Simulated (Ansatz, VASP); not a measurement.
**Na2AgAsF6: VASP beside Ansatz**

```xyz
10
Lattice="0.0000 4.3902 4.4678 4.3902 0.0000 4.4678 4.3902 4.3902 0.0000" Properties=species:S:1:pos:R:3 pbc="T T T"
Na    6.5852    6.5852    7.5409
Na    2.1951    2.1951    3.0731
Ag    4.3902    4.3902    4.5157
As    0.0000    0.0000   -0.1142
F     2.0349    4.3902    4.0591
F     4.3902    4.3902    2.0284
F     6.7455    4.3902    4.0591
F     4.3902    2.0349    4.0591
F     4.3902    6.7455    4.0591
F     4.3902    4.3902    6.8507
```

Alike in both runs: functional PBE; dispersion D3(BJ); k mesh 6 × 6 × 6; occupations gaussian, width 0.05 eV; no spin polarisation.

Ansatz relaxed the structure, and its values are those at the end. VASP's run is a single point on that final structure, the one shown.

|  | VASP | Ansatz |
| --- | --- | --- |
| version | VASP 6.6.1 | Ansatz 0.2.0 |
| potentials or method | VASP PAW PBE potentials, release 64 (Na_pv, Ag, As, F), cutoff 520 eV | scalar-relativistic, plane waves, PAW |
| valence electrons in the cell | 72 | 94 |

```csv
,VASP,Ansatz,Ansatz less VASP
gap on the k mesh at the Fermi level (eV),2.35,2.37,+0.017
least direct gap on the mesh (eV),3.08,3.10,+0.015
pressure (GPa),-0.2,0.0,+0.18
rms of the force components (eV/Å),0.016,0.001,-0.0151
```

VASP's potentials hold 72 valence electrons a cell and Ansatz's 94, so a difference there can come from the potentials and not from the codes.
